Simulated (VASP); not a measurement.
Input of a VASP 6.6.1 run:

Contents of INCAR:

```
SYSTEM = TaN
PREC = Accurate
ENCUT = 520
EDIFF = 1E-7
ISMEAR = 0
SIGMA = 0.15
LREAL = .FALSE.
LASPH = .TRUE.
NELM = 60
ALGO = Normal
ISIF = 2
LWAVE = .FALSE.
LCHARG = .FALSE.
GGA = PS
NBANDS = 15
```

The input KPOINTS:

```
regular mesh
0
G
  18 18 16
  0 0 0
```

The input POSCAR:

```
TaN
1.0
    2.8875000000      0.0000000000      0.0000000000
   -1.4437500000      2.5006483534      0.0000000000
    0.0000000000      0.0000000000      2.7272000000
Ta N
1 1
Direct
    0.3333333333      0.6666666667      0.5000000000
    0.0000000000      0.0000000000      0.0000000000
```

Potentials or basis: VASP PAW PBE potentials, release 64 (Ta_pv, N).

Launch:

```bash
$ cat potpaw_PBE.64/Ta_pv/POTCAR potpaw_PBE.64/N/POTCAR > POTCAR
$ mpirun -np 1 vasp_std > vasp.out
```

(1) Predict the pressure.

(2) What does it give for the band gap on the k mesh?

Answers

(1) 35.8 GPa.

(2) zero (band 8 reaches 9.33 eV, above the bottom of band 9 at 8.98 eV).

Caveat: the PAW data sets were made with another functional, which shifts forces and pressure a little; spin-orbit coupling is left out, which moves the levels of the heavy elements.
